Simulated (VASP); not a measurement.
A run of VASP 6.6.1 is set up as follows.

Contents of INCAR:

```
PREC = Accurate
ENCUT = 520
EDIFF = 1E-6
ISMEAR = 0
SIGMA = 0.2
LREAL = F
LASPH = T
NELM = 60
ALGO = Fast
ISIF = 2
LWAVE = F
LCHARG = F
GGA = PE
NBANDS = 41
```

File KPOINTS:

```
Automatic mesh
0
Gamma
  4 4 4
```

Contents of POSCAR:

```
In4Ru
1.0
    5.3635579222      0.0000000000      0.0000000000
    0.0000000000      5.3635579222      0.0000000000
    0.0000000000      0.0000000000      5.3635579222
In Ru
4 1
Direct
    0.5000000000      0.5000000000      0.5000000000
    0.0000000000      0.5000000000      0.5000000000
    0.5000000000      0.0000000000      0.5000000000
    0.5000000000      0.5000000000      0.0000000000
    0.0000000000      0.0000000000      0.0000000000
```

Potentials or basis: VASP PAW PBE potentials, release 64 (In_d, Ru_pv).

Launch:

```bash
$ cat potpaw_PBE.64/In_d/POTCAR potpaw_PBE.64/Ru_pv/POTCAR > POTCAR
$ mpirun -np 1 vasp_std > vasp.out
```

Q: What does it give for the band gap on the k mesh?

A: Zero (band 33 reaches 5.20 eV, above the bottom of band 34 at 5.04 eV).

Q: Estimate the pressure.

A: 0.7 GPa.

Caveat: spin-orbit coupling is left out, which moves the levels of the heavy elements.
